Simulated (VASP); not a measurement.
# Hg (Fd-3m) in VASP: a series of runs

Hg is run at these levels: PBE; tasks: single point.

Program: VASP 6.6.1. These are calculated values, not measurements. Logs are shortened: lines on timing, memory, paths and dates and some standing lists are left out, and cuts for length are marked.

**1. The cell of the first run**

The structure is cubic, space group Fd-3m (No. 227). Conventional cell: a = 7.324 Å, b = 7.324 Å, c = 7.324 Å, α = 90.00°, β = 90.00°, γ = 90.00°. Within 4.2 Å of Hg (site symmetry -43m) lie 4 Hg at 3.17 Å.

**2. Single point, PBE (volume scaled by 0.92)**

Input file INCAR:

```
PREC = Accurate
ENCUT = 520
EDIFF = 1E-7
ISMEAR = -1
SIGMA = 0.1
LREAL = False
LASPH = True
NELM = 80
ALGO = Normal
ISIF = 2
LWAVE = False
LCHARG = False
GGA = PE
NBANDS = 19
```

Input file KPOINTS:

```
regular mesh
0
Gamma
  8 8 8
```

Input file POSCAR:

```
Hg
1.0
    0.0000000000      3.6620711310      3.6620711310
    3.6620711310      0.0000000000      3.6620711310
    3.6620711310      3.6620711310      0.0000000000
Hg
2
Direct
    0.1250000000      0.1250000000      0.1250000000
    0.8750000000      0.8750000000      0.8750000000
```

Potentials or basis: VASP PAW PBE potentials, release 64 (Hg).

Command:

```console
cat potpaw_PBE.64/Hg/POTCAR > POTCAR
mpirun -np 1 vasp_std > vasp.out
```

OUTCAR:

```text
PREC = Accurate
   ENCUT = 520
   EDIFF = 1E-7
   ISMEAR = -1
   LREAL = False
   LASPH = True
   NELM = 80
   ISIF = 2
   GGA = PE

 ion  position               nearest neighbor table
   1  0.125  0.125  0.125-   2 3.17   2 3.17   2 3.17   2 3.17
   2  0.875  0.875  0.875-   1 3.17   1 3.17   1 3.17   1 3.17

  LATTYP: Found a face centered cubic cell.
 ALAT       =     7.3241422620

  Lattice vectors:

 A1 = (   0.0000000000,   3.6620711310,   3.6620711310)
 A2 = (   3.6620711310,   0.0000000000,   3.6620711310)
 A3 = (   3.6620711310,   3.6620711310,   0.0000000000)

Analysis of symmetry for initial positions (statically):
=====================================================================
 Subroutine PRICEL returns:
 Original cell was already a primitive cell.

 Routine SETGRP: Setting up the symmetry group for a
 face centered cubic supercell.

 Subroutine GETGRP returns: Found 48 space group operations
 (whereof 12 operations were pure point group operations)
 out of a pool of 48 trial point group operations.

The static configuration has the point symmetry D_3d.
 The point group associated with its full space group is O_h .

Analysis of symmetry for dynamics (positions and initial velocities):
=====================================================================
 Subroutine PRICEL returns:
 Original cell was already a primitive cell.

 Routine SETGRP: Setting up the symmetry group for a
 face centered cubic supercell.

 Subroutine GETGRP returns: Found 48 space group operations
 (whereof 12 operations were pure point group operations)
 out of a pool of 48 trial point group operations.

The dynamic configuration has the point symmetry D_3d.
 The point group associated with its full space group is O_h .

 Subroutine INISYM returns: Found 48 space group operations
 (whereof 12 operations are pure point group operations),
 and found     1 'primitive' translations

----------------------------------------------------------------------------------------

                                     Primitive cell

  volume of cell :      98.2224

  direct lattice vectors                    reciprocal lattice vectors
     0.000000000  3.662071131  3.662071131    -0.136534759  0.136534759  0.136534759
     3.662071131  0.000000000  3.662071131     0.136534759 -0.136534759  0.136534759
     3.662071131  3.662071131  0.000000000     0.136534759  0.136534759 -0.136534759

  length of vectors
[... 78 lines left out ...]
   LSORBIT =      F    spin-orbit coupling
   LASPH  =      T    aspherical Exc in radial PAW
   ENCUT  =  520.0 eV  38.22 Ry    6.18 a.u.   9.63  9.63  9.63*2*pi/ulx,y,z
   NELM   =     80;   NELMIN=  2; NELMDL= -5     # of ELM steps
   EDIFF  = 0.1E-06   stopping-criterion for ELM
   LREAL  =      F    real-space projection
   EDIFFG = 0.1E-05   stopping-criterion for IOM
   NSW    =      0    number of steps for IOM
   IBRION =     -1    ionic relax: 0-MD 1-quasi-New 2-CG
   NFREE  =      0    steps in history (QN), initial steepest desc. (CG)
   ISIF   =      2    stress and relaxation
   ISYM   =      2    0-nonsym 1-usesym 2-fastsym
   POTIM  = 0.5000    time-step for ionic-motion
   TEBEG  =    0.0;   TEEND  =   0.0 temperature during run
   PSTRESS=    0.0 pullay stress
   NELECT =      24.0000    total number of electrons
   NUPDOWN=      -1.0000    fix difference up-down
   EMIN   =  10.00;   EMAX   =-10.00  energy-range for DOS
   EFERMI =   0.00;   METHOD = LEGACY
   ISMEAR =    -1;   SIGMA  =   0.10  broadening in eV -4-tet -1-fermi 0-gaus
   EFERMI_NEDOS =   21; number of points for ismear=-14 and -15
   IALGO  =     38    algorithm
   IMIX   =      4    mixing-type and parameters
     AMIX     =   0.40;   BMIX     =  1.00
     AMIX_MAG =   1.60;   BMIX_MAG =  1.00
  volume/ion in A,a.u.               =      49.11       331.42
  Fermi-wavevector in a.u.,A,eV,Ry     =   1.023470  1.934078 14.251979  1.047491
  Thomas-Fermi vector in A             =   2.157205
   LORBIT       =      0    0 simple, 1 ext, 2 COOP (PROOUT), +10 PAW based schemes
   GGA     = PE    functional components
   LHFCALC =     F    Hartree Fock is set to
   AEXX    =    0.0000 exact exchange contribution
   IVDW    =     0    specifies the selected vdW correction
   LEPSILON=     F    determine dielectric tensor
   LRPA    =     F    only Hartree local field effects (RPA)
 non-spin polarized calculation
  energy-cutoff  :      520.00
  volume of cell :       98.22
 maximum number of plane-waves:      2685
 NGX is ok and might be reduce to    40
   NGX = 19   NGY = 19   NGZ = 19

 number of electron      24.0000000 magnetization

 Free energy of the ion-electron system (eV)
  ---------------------------------------------------
  ext. energy  EPLUGINS =         0.00000000
  ---------------------------------------------------
  free energy    TOTEN  =        -0.20693694 eV

  energy without entropy =       -0.18975803  energy(sigma->0) =       -0.19834749

 E-fermi :  -0.1880     XC(G=0):  -6.9100

 val. band max:       -0.1881106433   @ k =   0.1250   0.1250   0.0000
 cond. band min:      -0.0817190767   @ k =   0.1250   0.0000   0.0000
 fundamental gap:      0.1063915666
 Fermi energy:        -0.1880276374

 k-point     1 :       0.0000    0.0000    0.0000
  band No.  band energies     occupation
      1      -7.4027      2.00000
      2      -7.4027      2.00000
      3      -7.4027      2.00000
      4      -7.3583      2.00000
      5      -7.3583      2.00000
      6      -6.7567      2.00000
[... 505 lines left out ...]
      6      -7.1242      2.00000
[... 11 lines left out ...]
     18       7.1037      0.00000
     19       8.2713      0.00000

 [... further k-points ...]

------------------------ aborting loop because EDIFF is reached ----------------------------------------

  FORCE on cell =-STRESS in cart. coord.  units (eV):
  Direction    XX          YY          ZZ          XY          YZ          ZX
  --------------------------------------------------------------------------------------
  -------------------------------------------------------------------------------------
  Total        0.0573571      0.0573571      0.0573571      0.0000000     -0.0000000     -0.0000000
  in kB        0.9355933      0.9355933      0.9355933      0.0000000     -0.0000000     -0.0000000
  external PRESSURE =       0.9355933 kB  Pullay stress =       0.0000000 kB

 VOLUME and BASIS-vectors are now :
 -----------------------------------------------------------------------------
  energy-cutoff  :      520.00
  volume of cell :       98.22
      direct lattice vectors                 reciprocal lattice vectors
     0.000000000  3.662071131  3.662071131    -0.136534759  0.136534759  0.136534759
     3.662071131  0.000000000  3.662071131     0.136534759 -0.136534759  0.136534759
     3.662071131  3.662071131  0.000000000     0.136534759  0.136534759 -0.136534759

 POSITION                                       TOTAL-FORCE (eV/Angst)
 -----------------------------------------------------------------------------------
      0.91552      0.91552      0.91552         0.000000      0.000000      0.000000
      6.40862      6.40862      6.40862        -0.000000     -0.000000     -0.000000
 -----------------------------------------------------------------------------------
    total drift:                                0.000000      0.000000     -0.000000

  FREE ENERGIE OF THE ION-ELECTRON SYSTEM (eV)
  ---------------------------------------------------
  free  energy   TOTEN  =        -0.2069369440 eV

  energy  without entropy=       -0.1897580314  energy(sigma->0) =       -0.19834749
```

Run time: 2 min. Hardware: 1 thread of AMD EPYC 7R13, shared host; peak memory 0.21 GiB.

What came out:

```yaml
Free_energy: -0.2069 eV
Pressure: 0.1 GPa
Band_gap_on_the_k_mesh: zero (band 12 reaches 0.44 eV, above the bottom of band 13 at -0.02 eV)
```

Levels at points of the mesh, in eV from the Fermi level:
```
           k point  band 10  band 11  band 12  band 13  band 14  band 15
(0.00, 0.00, 0.00)    -6.43    -6.43     0.63     3.64     3.64     3.64
(0.50, 0.00, 0.00)    -6.40    -4.82    -2.81     2.12     2.37     2.37
(0.50, 0.50, 0.00)    -6.35    -3.75    -3.75     1.03     1.03     3.34
```

Caveat: spin-orbit coupling is left out, which moves the levels of the heavy elements.

**3. Single point, PBE (volume scaled by 0.96)**

Input file INCAR:

```
SYSTEM = Hg
  ALGO = Normal
  EDIFF = 1E-7
  ENCUT = 520
  GGA = PE
  ISIF = 2
  ISMEAR = -1
  LASPH = .True.
  LCHARG = .False.
  LREAL = .False.
  LWAVE = .False.
  NBANDS = 19
  NELM = 100
  PREC = Accurate
  SIGMA = 0.1
```

Input file KPOINTS:

```
k-points
0
Gamma
  8 8 8
  0 0 0
```

Input file POSCAR:

```
Hg
1.0
    0.0000000000      3.7143935019      3.7143935019
    3.7143935019      0.0000000000      3.7143935019
    3.7143935019      3.7143935019      0.0000000000
Hg
2
Direct
    0.1250000000      0.1250000000      0.1250000000
    0.8750000000      0.8750000000      0.8750000000
```

Potentials or basis: VASP PAW PBE potentials, release 64 (Hg).

Command:

```console
cat potpaw_PBE.64/Hg/POTCAR > POTCAR
mpirun -np 1 vasp_std > vasp.out
```

Run time: 1.9 min. Hardware: 1 thread of AMD EPYC 7R13, shared host; peak memory 0.22 GiB.

Results (log left out):

| Item | Value |
| --- | --- |
| Free energy | -0.2110 eV |
| Pressure | 0.1 GPa |
| Band gap on the k mesh | zero (band 12 reaches 0.06 eV, above the bottom of band 13 at -0.09 eV) |

Levels at points of the mesh, in eV from the Fermi level:
```csv
k point,band 9,band 10,band 11,band 12,band 13,band 14,band 15,band 16
"(0.00, 0.00, 0.00)",-6.40,-6.40,-6.30,0.40,3.55,3.55,3.55,4.88
"(0.50, 0.00, 0.00)",-6.37,-6.37,-4.75,-2.76,2.03,2.35,2.35,5.77
"(0.50, 0.50, 0.00)",-6.32,-6.32,-3.71,-3.71,1.08,1.08,3.29,3.29
```

Caveat: spin-orbit coupling is left out, which moves the levels of the heavy elements.
